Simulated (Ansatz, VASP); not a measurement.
# Sn: VASP beside Ansatz

INCAR

```
SYSTEM = Sn
PREC = Accurate ; ENCUT = 500
EDIFF = 1E-6 ; ISMEAR = 0
SIGMA = 0.05 ; LREAL = .False.
LASPH = .True. ; NELM = 120
ALGO = Normal ; ISIF = 2
LWAVE = .False. ; LCHARG = .False.
GGA = PE ; NBANDS = 21
GGA_COMPAT = .False.
```

KPOINTS

```
Automatic mesh
0
Gamma
  6 6 6
  0 0 0
```

POSCAR

```
Sn
1.0
    0.0000000000      3.2459515666      3.2459515666
    3.2459515666      0.0000000000      3.2459515666
    3.2459515666      3.2459515666      0.0000000000
Sn
2
Direct
    0.7500000000      0.7500000000      0.7500000000
    0.5000000000      0.5000000000      0.5000000000
```

Input for Ansatz:

```yaml
crystal:
  lattice:
    - [0.0, 3.2459515666, 3.2459515666]
    - [3.2459515666, 0.0, 3.2459515666]
    - [3.2459515666, 3.2459515666, 0.0]
  atoms:
    - { symbol: Sn, position: [0.75, 0.75, 0.75] }
    - { symbol: Sn, position: [0.5, 0.5, 0.5] }
basis:
  ecutwfc: 600
  ecutrho_ratio: 5
kpoints:
  mp_grid: { grid: [6, 6, 6] }
hamiltonian:
  xc: pbe
scf:
  occupations: { method: gaussian, width: 0.05 }
output:
  forces: true
  stress: true
  eigenvalues: true
```

Alike in both runs: task single point; functional PBE; k mesh 6 × 6 × 6; occupations gaussian, width 0.05 eV; no spin polarisation.

|  | VASP | Ansatz |
| --- | --- | --- |
| version | VASP 6.6.1 | Ansatz 0.2.0 |
| potentials or method | VASP PAW PBE potentials, release 64 (Sn_d), cutoff 500 eV | scalar-relativistic, plane waves, PAW |
| valence electrons in the cell | 28 | 28 |

```csv
,VASP,Ansatz,Ansatz less VASP
gap on the k mesh at the Fermi level (eV),none,none,-
pressure (GPa),3.2,3.3,+0.04
```

A gap of «none» marks a metal or a gap that the smearing closes. With one functional, cell and mesh, what is left measures potentials, basis and numerics.
